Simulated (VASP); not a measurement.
Write the native input for VASP 6.6.1 that does the following.

- Task: relaxation of cell and atoms
- Functional: PBE
- Potentials or basis: VASP PAW PBE potentials, release 64 (Al, Si, N)
- Cutoff: 600 eV
- k mesh: 6 × 6 × 6
- Occupations: gaussian, width 0.1 eV
- Spin: no spin polarisation
- Dipole correction: no
- Further INCAR settings: ALGO = Normal; EDIFF = 1e-07; IBRION = 2; EDIFFG = -0.04; NSW = 90; ISIF = 3

The structure of Al2Si3N lies in POSCAR:

```
Al2Si3N
1.0
    2.3136122600      1.3357646600      4.1102042100
   -2.3136122600      1.3357646600      4.1102042100
    0.0000000000     -2.6715293200      4.1102042100
Al Si N
2 3 1
Direct
    0.8785759800      0.8785759800      0.8785759800
    0.1214240200      0.1214240200      0.1214240200
    0.5000000000      0.0000000000      0.5000000000
    0.5000000000      0.5000000000      0.0000000000
    0.0000000000      0.5000000000      0.5000000000
    0.5000000000      0.5000000000      0.5000000000
```

One way to write it, as run:

INCAR

```
SYSTEM = Al2Si3N
PREC = Accurate
ENCUT = 600
EDIFF = 1E-7
ISMEAR = 0
SIGMA = 0.1
LREAL = .FALSE.
LASPH = .TRUE.
NELM = 60
ALGO = Normal
ISIF = 3
LWAVE = .FALSE.
LCHARG = .FALSE.
GGA = PE
IBRION = 2
NSW = 90
EDIFFG = -0.04
```

KPOINTS

```
regular mesh
0
G
  6 6 6
  0 0 0
```

Potentials or basis: VASP PAW PBE potentials, release 64 (Al, Si, N).

Command:

```console
$ cat potpaw_PBE.64/Al/POTCAR potpaw_PBE.64/Si/POTCAR potpaw_PBE.64/N/POTCAR > POTCAR
$ mpirun -np 1 vasp_std > vasp.out
```

Results of the run:

- Relaxed volume: 14.36 Å³/atom
- Relaxed cell: a = 4.489 Å, b = 4.489 Å, c = 4.489 Å, α = 79.18°, β = 79.18°, γ = 79.18°
- Space group after relaxing (to 0.05 Å): R-3m (No. 166)
- Energy gained by relaxing: 265.6 meV/atom
- Ionic steps: 13
- Pressure after relaxing: -0.1 GPa
- Largest force after relaxing: 0.018 eV/Å

It took 7.1 min on 1 thread of Intel(R) Xeon(R) Platinum 8259CL CPU @ 2.50GHz (Skylake/Cascade Lake), with other jobs on the host, peak memory 0.26 GiB.
